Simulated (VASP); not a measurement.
A run of VASP 6.6.1 is set up as follows.

INCAR

```
ALGO = Normal
EDIFF = 1E-7
EDIFFG = -0.01
ENCUT = 600
GGA = PE
IBRION = 2
ISIF = 3
ISMEAR = 0
LASPH = True
LCHARG = False
LREAL = False
LWAVE = False
NELM = 100
NSW = 100
PREC = Accurate
SIGMA = 0.1
```

KPOINTS

```
k-points
0
Gamma
  12 12 4
```

POSCAR

```
Mg3ZrN
1.0
    3.0894696616      0.0000000000      0.0000000000
    0.0000000000      3.0894696616      0.0000000000
    0.0000000000      0.0000000000     11.4142942638
Mg Zr N
3 1 1
Direct
    0.0000000000      0.0000000000      0.0000000000
    0.5000000000      0.5000000000      0.2153948004
    0.5000000000      0.5000000000      0.7846051996
    0.5000000000      0.5000000000      0.5000000000
    0.0000000000      0.0000000000      0.5000000000
```

Potentials or basis: VASP PAW PBE potentials, release 64 (Mg, Zr_sv, N).

Launch:

```console
$ cat potpaw_PBE.64/Mg/POTCAR potpaw_PBE.64/Zr_sv/POTCAR potpaw_PBE.64/N/POTCAR > POTCAR
$ mpirun -np 1 vasp_std > vasp.out
```

(1) What does it give for the relaxed cell?

(2) What does it give for the relaxed volume?

(3) What does it give for the space group after relaxing (to 0.05 Å)?

Results:

(1) a = 3.102 Å, b = 3.102 Å, c = 11.218 Å, α = 90.00°, β = 90.00°, γ = 90.00°.

(2) 21.58 Å³/atom.

(3) P4/mmm (No. 123).
